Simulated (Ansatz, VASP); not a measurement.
## PtS2: VASP beside Ansatz

The input INCAR:

```
ALGO = Normal
DIPOL = 0.5 0.5 0.394
EDIFF = 1E-7
ENCUT = 520
GGA = PE
IDIPOL = 3
ISIF = 2
ISMEAR = 0
IVDW = 12
LASPH = True
LCHARG = False
LDIPOL = True
LREAL = False
LWAVE = False
NBANDS = 31
NELM = 60
PREC = Accurate
SIGMA = 0.05
```

The input KPOINTS:

```
k-points
0
Gamma
  9 9 1
```

POSCAR

```
PtS2
1.0
    3.5415278079      0.0000000000      0.0000000000
   -1.7707639039      3.0670530498      0.0000000000
    0.0000000000      0.0000000000     22.4670615492
S Pt
4 2
Direct
    0.6666666667      0.3333333333      0.2002932155
    0.3333333333      0.6666666667      0.3108341854
    0.3333333333      0.6666666667      0.4773001022
    0.6666666667      0.3333333333      0.5878410722
    0.0000000000      0.0000000000      0.2555637004
    1.0000000000      1.0000000000      0.5325705872
```

Input for Ansatz:

```yaml
crystal:
  lattice:
    - [3.5415278079, 0.0, 0.0]
    - [-1.7707639039, 3.0670530498, 0.0]
    - [0.0, 0.0, 22.4670615492]
  atoms:
    - { symbol: S, position: [0.6666666667, 0.3333333333, 0.2002932155] }
    - { symbol: Pt, position: [0.0, 0.0, 0.2555637004] }
    - { symbol: S, position: [0.3333333333, 0.6666666667, 0.3108341854] }
    - { symbol: S, position: [0.3333333333, 0.6666666667, 0.4773001022] }
    - { symbol: Pt, position: [1.0, 1.0, 0.5325705872] }
    - { symbol: S, position: [0.6666666667, 0.3333333333, 0.5878410722] }
basis:
  ecutwfc: 420
kpoints:
  mp_grid: { grid: [9, 9, 1] }
hamiltonian:
  xc: pbe
  pseudopotentials: { kind: paw, azcp: { folder: soft_1 } }
  dispersion: d3bj
scf:
  occupations: { method: gaussian, width: 0.05 }
output:
  forces: true
  eigenvalues: true
efield:
  axis: 3
  dipole_correction: true
  ramp_width: 0.04
```

Alike in both runs: task single point; functional PBE; dispersion D3(BJ); k mesh 9 × 9 × 1; occupations gaussian, width 0.05 eV; no spin polarisation.

```csv
,VASP,Ansatz
version,VASP 6.6.1,Ansatz 0.2.0
potentials or method,"VASP PAW PBE potentials, release 64 (S, Pt), cutoff 520 eV","scalar-relativistic, plane waves, PAW"
valence electrons in the cell,44,60
```

|  | VASP | Ansatz | Ansatz less VASP |
| --- | --- | --- | --- |
| gap on the k mesh at the Fermi level (eV) | 1.52 | 1.51 | -0.006 |
| least direct gap on the mesh (eV) | 1.61 | 1.60 | -0.007 |
| rms of the force components (eV/Å) | 0.021 | 0.014 | -0.0069 |

VASP's potentials hold 44 valence electrons a cell and Ansatz's 60, so a difference there can come from the potentials and not from the codes.

Spin-orbit coupling is off throughout.
